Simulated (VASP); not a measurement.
# Mg (P6_3/mmc) in VASP: further runs, part 2 of 2

VASP 6.6.1.

**3. Single point, revPBE (volume scaled by 0.92)**

Contents of INCAR:

```
SYSTEM = Mg
PREC = Accurate ; ENCUT = 520
EDIFF = 1E-6 ; ISMEAR = -1
SIGMA = 0.1 ; LREAL = .FALSE.
LASPH = .TRUE. ; NELM = 60
ALGO = Normal ; ISIF = 2
LWAVE = .FALSE. ; LCHARG = .FALSE.
GGA = RE ; NBANDS = 9
```

Contents of KPOINTS:

```
Automatic mesh
0
G
  18 18 10
  0 0 0
```

Contents of POSCAR:

```
Mg
1.0
    3.1354208678      0.0000000000      0.0000000000
   -1.5677104339      2.7153541231      0.0000000000
    0.0000000000      0.0000000000      5.0907394285
Mg
2
Direct
    0.3333333333      0.6666666667      0.2500000000
    0.6666666667      0.3333333333      0.7500000000
```

Potentials or basis: VASP PAW PBE potentials, release 64 (Mg).

On the command line:

```sh
cat potpaw_PBE.64/Mg/POTCAR > POTCAR
mpirun -np 1 vasp_std > vasp.out
```

OUTCAR:

```text
SYSTEM = Mg
   PREC = Accurate
   ENCUT = 520
   EDIFF = 1E-6
   ISMEAR = -1
   LREAL = .FALSE.
   LASPH = .TRUE.
   NELM = 60
   ISIF = 2
   GGA = RE

 ion  position               nearest neighbor table
   1  0.333  0.667  0.250-   2 3.12   2 3.12   2 3.12   2 3.12   2 3.12   2 3.12
   2  0.667  0.333  0.750-   1 3.12   1 3.12   1 3.12   1 3.12   1 3.12   1 3.12

  LATTYP: Found a hexagonal cell.
 ALAT       =     3.1354208678
 C/A-ratio  =     1.6236223598

  Lattice vectors:

 A1 = (   3.1354208678,   0.0000000000,   0.0000000000)
 A2 = (  -1.5677104339,   2.7153541231,   0.0000000000)
 A3 = (   0.0000000000,   0.0000000000,   5.0907394285)

Analysis of symmetry for initial positions (statically):
=====================================================================
 Subroutine PRICEL returns:
 Original cell was already a primitive cell.

 Routine SETGRP: Setting up the symmetry group for a
 hexagonal supercell.

 Subroutine GETGRP returns: Found 24 space group operations
 (whereof 12 operations were pure point group operations)
 out of a pool of 24 trial point group operations.

The static configuration has the point symmetry D_3d.
 The point group associated with its full space group is D_6h.

Analysis of symmetry for dynamics (positions and initial velocities):
=====================================================================
 Subroutine PRICEL returns:
 Original cell was already a primitive cell.

 Routine SETGRP: Setting up the symmetry group for a
 hexagonal supercell.

 Subroutine GETGRP returns: Found 24 space group operations
 (whereof 12 operations were pure point group operations)
 out of a pool of 24 trial point group operations.

The dynamic configuration has the point symmetry D_3d.
 The point group associated with its full space group is D_6h.

 Subroutine INISYM returns: Found 24 space group operations
 (whereof 12 operations are pure point group operations),
 and found     1 'primitive' translations

----------------------------------------------------------------------------------------

                                     Primitive cell

  volume of cell :      43.3414

  direct lattice vectors                    reciprocal lattice vectors
     3.135420868  0.000000000  0.000000000     0.318936450  0.184138045  0.000000000
    -1.567710434  2.715354123  0.000000000     0.000000000  0.368276090  0.000000000
     0.000000000  0.000000000  5.090739429     0.000000000  0.000000000  0.196435118

  length of vectors
     3.135420868  3.135420868  5.090739429     0.368276090  0.368276090  0.196435118

  position of ions in fractional coordinates (direct lattice)
     0.333333333  0.666666667  0.250000000
     0.666666667  0.333333333  0.750000000

  ion indices of the primitive-cell ions
   primitive index   ion index
                 1           1
                 2           2

----------------------------------------------------------------------------------------

 KPOINTS: Automatic mesh

Automatic generation of k-mesh.
 Grid dimensions read from file:
 generate k-points for:   18   18   10

 Generating k-lattice:

  Cartesian coordinates                     Fractional coordinates (reciprocal lattice)
     0.017718692  0.010229891  0.000000000     0.055555556 -0.000000000  0.000000000
     0.000000000  0.020459783  0.000000000     0.000000000  0.055555556  0.000000000
     0.000000000  0.000000000  0.019643512     0.000000000  0.000000000  0.100000000

  Length of vectors
     0.020459783  0.020459783  0.019643512

  Shift w.r.t. Gamma in fractional coordinates (k-lattice)
     0.000000000  0.000000000  0.000000000

 Subroutine IBZKPT returns following result:
 ===========================================

 Found    222 irreducible k-points:

 Following reciprocal coordinates:
            Coordinates               Weight
  0.000000  0.000000  0.000000      1.000000
  0.055556  0.000000  0.000000      6.000000
  0.111111  0.000000  0.000000      6.000000
  0.166667  0.000000  0.000000      6.000000
  0.222222 -0.000000  0.000000      6.000000
  0.277778  0.000000  0.000000      6.000000
[... 16 lines left out ...]
  0.333333  0.111111  0.000000     12.000000
  0.388889  0.111111  0.000000     12.000000
 [... further k-points ...]
   k-points           NKPTS =    222   k-points in BZ     NKDIM =    222   number of bands    NBANDS=      9
   number of dos      NEDOS =    301   number of ions     NIONS =      2
   total plane-waves  NPLWV =  23040
   dimension x,y,z NGX =    24 NGY =   24 NGZ =   40
   dimension x,y,z NGXF=    48 NGYF=   48 NGZF=   80
   ions per type =               2
   NGX,Y,Z   is equivalent  to a cutoff of  12.73, 12.73, 13.06 a.u.
   NGXF,Y,Z  is equivalent  to a cutoff of  25.45, 25.45, 26.13 a.u.
 SYSTEM =  Mg
   PREC   = accura    normal or accurate (medium, high low for compatibility)
   ISTART =      0    job   : 0-new  1-cont  2-samecut
   ICHARG =      2    charge: 1-file 2-atom 10-const
   ISPIN  =      1    spin polarized calculation?
   LNONCOLLINEAR =      F non collinear calculations
   LSORBIT =      F    spin-orbit coupling
   LASPH  =      T    aspherical Exc in radial PAW
   ENCUT  =  520.0 eV  38.22 Ry    6.18 a.u.   5.83  5.83  9.47*2*pi/ulx,y,z
   NELM   =     60;   NELMIN=  2; NELMDL= -5     # of ELM steps
   EDIFF  = 0.1E-05   stopping-criterion for ELM
   LREAL  =      F    real-space projection
   EDIFFG = 0.1E-04   stopping-criterion for IOM
   NSW    =      0    number of steps for IOM
   IBRION =     -1    ionic relax: 0-MD 1-quasi-New 2-CG
   NFREE  =      0    steps in history (QN), initial steepest desc. (CG)
   ISIF   =      2    stress and relaxation
   ISYM   =      2    0-nonsym 1-usesym 2-fastsym
   POTIM  = 0.5000    time-step for ionic-motion
   TEBEG  =    0.0;   TEEND  =   0.0 temperature during run
   PSTRESS=    0.0 pullay stress
   NELECT =       4.0000    total number of electrons
   NUPDOWN=      -1.0000    fix difference up-down
   EMIN   =  10.00;   EMAX   =-10.00  energy-range for DOS
   EFERMI =   0.00;   METHOD = LEGACY
   ISMEAR =    -1;   SIGMA  =   0.10  broadening in eV -4-tet -1-fermi 0-gaus
   EFERMI_NEDOS =   21; number of points for ismear=-14 and -15
   IALGO  =     38    algorithm
   IMIX   =      4    mixing-type and parameters
     AMIX     =   0.40;   BMIX     =  1.00
     AMIX_MAG =   1.60;   BMIX_MAG =  1.00
  volume/ion in A,a.u.               =      21.67       146.24
  Fermi-wavevector in a.u.,A,eV,Ry     =   0.739822  1.398060  7.446962  0.547336
  Thomas-Fermi vector in A             =   1.834076
   LORBIT       =      0    0 simple, 1 ext, 2 COOP (PROOUT), +10 PAW based schemes
   GGA     = RE    functional components
   LHFCALC =     F    Hartree Fock is set to
   AEXX    =    0.0000 exact exchange contribution
   IVDW    =     0    specifies the selected vdW correction
   LEPSILON=     F    determine dielectric tensor
   LRPA    =     F    only Hartree local field effects (RPA)
 non-spin polarized calculation
  energy-cutoff  :      520.00
  volume of cell :       43.34
 maximum number of plane-waves:      1186
 NGX is ok and might be reduce to    24
   NGX = 11   NGY = 11   NGZ = 19

 number of electron       4.0000000 magnetization

 Free energy of the ion-electron system (eV)
  ---------------------------------------------------
  ext. energy  EPLUGINS =         0.00000000
  ---------------------------------------------------
  free energy    TOTEN  =        -2.70107326 eV

  energy without entropy =       -2.67529895  energy(sigma->0) =       -2.68818611

 E-fermi :   3.0273     XC(G=0):  -8.5876

 val. band max:        3.0139592103   @ k =   0.2778   0.0556   0.0000
 cond. band min:       3.0399090077   @ k =   0.2222   0.0556   0.0000
 fundamental gap:      0.0259497973
 Fermi energy:         3.0272995594

 k-point     1 :       0.0000    0.0000    0.0000
  band No.  band energies     occupation
      1      -4.1522      2.00000
      2       1.2301      2.00000
      3       1.8161      1.99999
      4      14.3223      0.00000
      5      14.3223      0.00000
      6      14.5870      0.00000
      7      14.5870      0.00000
      8      15.1988      0.00000
      9      17.0240      0.00000
[... 265 lines left out ...]
 k-point    24 :       0.3889    0.1111    0.0000
  band No.  band energies     occupation
      1      -0.0196      2.00000
      2       2.0970      1.99982
      3       5.0899      0.00000
      4       5.8036      0.00000
      5       7.1459      0.00000
      6       7.1977      0.00000
      7       9.1150      0.00000
      8      12.4361      0.00000
      9      13.6378      0.00000

 [... further k-points ...]
[... 5 lines left out ...]
  --------------------------------------------------------------------------------------
  -------------------------------------------------------------------------------------
  Total        0.8945279      0.8945279      0.8505786     -0.0000000      0.0000000      0.0000000
  in kB       33.0674929     33.0674929     31.4428456     -0.0000000      0.0000000      0.0000000
  external PRESSURE =      32.5259438 kB  Pullay stress =       0.0000000 kB

 VOLUME and BASIS-vectors are now :
 -----------------------------------------------------------------------------
  energy-cutoff  :      520.00
  volume of cell :       43.34
      direct lattice vectors                 reciprocal lattice vectors
     3.135420868  0.000000000  0.000000000     0.318936450  0.184138045  0.000000000
    -1.567710434  2.715354123  0.000000000     0.000000000  0.368276090  0.000000000
     0.000000000  0.000000000  5.090739429     0.000000000  0.000000000  0.196435118

 POSITION                                       TOTAL-FORCE (eV/Angst)
 -----------------------------------------------------------------------------------
     -0.00000      1.81024      1.27268        -0.000000     -0.000000      0.000000
      1.56771      0.90512      3.81805         0.000000      0.000000      0.000000
 -----------------------------------------------------------------------------------
    total drift:                                0.000000     -0.000000      0.000000

  FREE ENERGIE OF THE ION-ELECTRON SYSTEM (eV)
  ---------------------------------------------------
  free  energy   TOTEN  =        -2.7010732627 eV

  energy  without entropy=       -2.6752989523  energy(sigma->0) =       -2.68818611
```

stdout:

```text
POSCAR found type information on POSCAR Mg
 POSCAR found :  1 types and       2 ions
 scaLAPACK will be used
 -----------------------------------------------------------------------------
|                                                                             |
|                                                                             |
|     You enforced a specific xc type in the INCAR file but a different       |
|     I HOPE YOU KNOW WHAT YOU ARE DOING!                                     |
|                                                                             |
 -----------------------------------------------------------------------------

 LDA part: xc-table for (Slater+PW92), standard interpolation
 POSCAR, INCAR and KPOINTS ok, starting setup
 FFT: planning ... GRIDC
 FFT: planning ... GRID_SOFT
 FFT: planning ... GRID
 WAVECAR not read
 entering main loop
```

It took 25 s on 1 thread of Intel Xeon 6975P-C, shared host; peak memory 0.22 GiB.

Results:

```yaml
Free_energy: -2.7011 eV
Pressure: 3.3 GPa
Band_gap_on_the_k_mesh: zero (band 2 reaches 4.00 eV, above the bottom of band 3 at 1.82 eV)
```

Stress tensor (GPa, compression positive):
```
3.31 0.00 0.00
0.00 3.31 0.00
0.00 0.00 3.14
```

Levels at points of the mesh, in eV from the Fermi level:
```tsv
k point	band 1	band 2	band 3	band 4	band 5	band 6
(0.00, 0.00, 0.00)	-7.18	-1.80	-1.21	11.30	11.30	11.56
(0.50, 0.00, 0.00)	-2.25	-2.17	2.75	3.02	3.47	3.86
(0.00, 0.00, 0.50)	-5.73	-5.73	5.22	5.22	12.05	12.05
(0.50, 0.00, 0.50)	-1.18	-1.18	-0.41	-0.41	8.22	8.22
```

Caveat: the cell differs from its parent crystal (volume scaled by 0.92); the PAW data sets were made with another functional, which shifts forces and pressure a little.

**4. Single point, revPBE (volume scaled by 0.96)**

Contents of INCAR:

```
SYSTEM = Mg
PREC = Accurate
ENCUT = 520
EDIFF = 1E-6
ISMEAR = -1
SIGMA = 0.1
LREAL = .False.
LASPH = .True.
NELM = 60
ALGO = Normal
ISIF = 2
LWAVE = .False.
LCHARG = .True.
GGA = RE
LELF = .True.
LVHAR = .True.
NBANDS = 9
```

Contents of KPOINTS:

```
Automatic mesh
0
Gamma
  18 18 10
  0 0 0
```

Contents of POSCAR:

```
Mg
1.0
    3.1802186469      0.0000000000      0.0000000000
   -1.5901093234      2.7541501378      0.0000000000
    0.0000000000      0.0000000000      5.1634741043
Mg
2
Direct
    0.3333333333      0.6666666667      0.2500000000
    0.6666666667      0.3333333333      0.7500000000
```

On the command line:

```sh
cat potpaw_PBE.64/Mg/POTCAR > POTCAR
mpirun -np 1 vasp_std > vasp.out
```

It took 26 s on 1 thread of Intel Xeon 6975P-C, shared host; peak memory 0.22 GiB.

The run converged. Its results:

```yaml
Free_energy: -2.7280 eV
Pressure: 1.4 GPa
Band_gap_on_the_k_mesh: zero (band 2 reaches 3.77 eV, above the bottom of band 3 at 1.58 eV)
```

Stress tensor (GPa, compression positive):
```
1.43 0.00 0.00
0.00 1.43 0.00
0.00 0.00 1.31
```

Levels at points of the mesh, in eV from the Fermi level:
| k point | band 1 | band 2 | band 3 | band 4 | band 5 | band 6 | band 7 |
| --- | --- | --- | --- | --- | --- | --- | --- |
| (0.00, 0.00, 0.00) | -6.99 | -1.73 | -1.21 | 11.04 | 11.04 | 11.22 | 11.22 |
| (0.50, 0.00, 0.00) | -2.18 | -2.13 | 2.68 | 3.00 | 3.35 | 3.75 | 6.98 |
| (0.00, 0.00, 0.50) | -5.59 | -5.59 | 5.09 | 5.09 | 11.79 | 11.79 | 11.79 |
| (0.50, 0.00, 0.50) | -1.13 | -1.13 | -0.42 | -0.42 | 8.07 | 8.07 | 8.17 |

Caveat: the cell differs from its parent crystal (volume scaled by 0.96); the PAW data sets were made with another functional, which shifts forces and pressure a little.

**5. Single point, revPBE**

This run uses another cell than the first one, of 23.56 Å³/atom, 1.136 times its volume.

Contents of INCAR:

```
ALGO     = Normal         # electronic algorithm
EDIFF    = 1E-6           # SCF threshold, eV
ENCUT    = 520            # plane-wave cutoff, eV
GGA      = RE             # functional
ISIF     = 2              # what is computed and relaxed
ISMEAR   = -1             # smearing method
LASPH    = True           # aspherical terms in the spheres
LCHARG   = True           # write CHGCAR
LELF     = True           # ELF
LREAL    = False          # projectors in reciprocal space
LVHAR    = True         
LWAVE    = False          # write WAVECAR
NBANDS   = 9              # bands
NELM     = 60             # most SCF steps
PREC     = Accurate       # precision mode
SIGMA    = 0.1            # smearing width, eV
```

Contents of KPOINTS:

```
k-points
0
Gamma
  18 18 10
```

Contents of POSCAR:

```
Mg
1.0
    3.2237887001      0.0000000000      0.0000000000
   -1.6118943500      2.7918829107      0.0000000000
    0.0000000000      0.0000000000      5.2342154169
Mg
2
Direct
    0.3333333333      0.6666666667      0.2500000000
    0.6666666667      0.3333333333      0.7500000000
```

On the command line:

```sh
cat potpaw_PBE.64/Mg/POTCAR > POTCAR
mpirun -np 1 vasp_std > vasp.out
```

It took 32 s on 1 thread of Intel Xeon 6975P-C, shared host; peak memory 0.22 GiB.

Results (log left out):

* Free energy: -2.7351 eV
* Pressure: -0.1 GPa
* Band gap on the k mesh: zero (band 2 reaches 3.56 eV, above the bottom of band 3 at 1.37 eV)

Stress tensor (GPa, compression positive):
```
-0.11  0.00  0.00
 0.00 -0.11  0.00
 0.00  0.00 -0.19
```

Levels at points of the mesh, in eV from the Fermi level:
| k point | band 1 | band 2 | band 3 | band 4 | band 5 |
| --- | --- | --- | --- | --- | --- |
| (0.00, 0.00, 0.00) | -6.82 | -1.66 | -1.22 | 10.80 | 10.80 |
| (0.50, 0.00, 0.00) | -2.11 | -2.10 | 2.62 | 2.99 | 3.23 |
| (0.00, 0.00, 0.50) | -5.45 | -5.45 | 4.96 | 4.96 | 11.55 |
| (0.50, 0.00, 0.50) | -1.09 | -1.09 | -0.43 | -0.43 | 7.93 |

Caveat: the PAW data sets were made with another functional, which shifts forces and pressure a little.

**6. Overview**

| cell | gap on the mesh (eV) | pressure (GPa) |
| --- | --- | --- |
| a = 3.089, b = 3.089, c = 5.016 Å, angles 90.0, 90.0, 120.0°, 2 atoms | none | 5.5 |
| a = 3.135, b = 3.135, c = 5.091 Å, angles 90.0, 90.0, 120.0°, 2 atoms | none | 3.3 |
| a = 3.180, b = 3.180, c = 5.163 Å, angles 90.0, 90.0, 120.0°, 2 atoms | none | 1.4 |
| a = 3.224, b = 3.224, c = 5.234 Å, angles 90.0, 90.0, 120.0°, 2 atoms | none | -0.1 |

Alike in all rows: task single point; level revPBE; potentials or basis VASP PAW PBE potentials, release 64 (Mg); no spin polarisation; k mesh 18 × 18 × 10; cutoff (eV) 520; smearing fermi-dirac 0.1 eV.

Caveats: the PAW data sets were made with another functional, which shifts forces and pressure a little.

Total energies depend on the potentials used, so only differences within one code and one set of settings carry meaning.
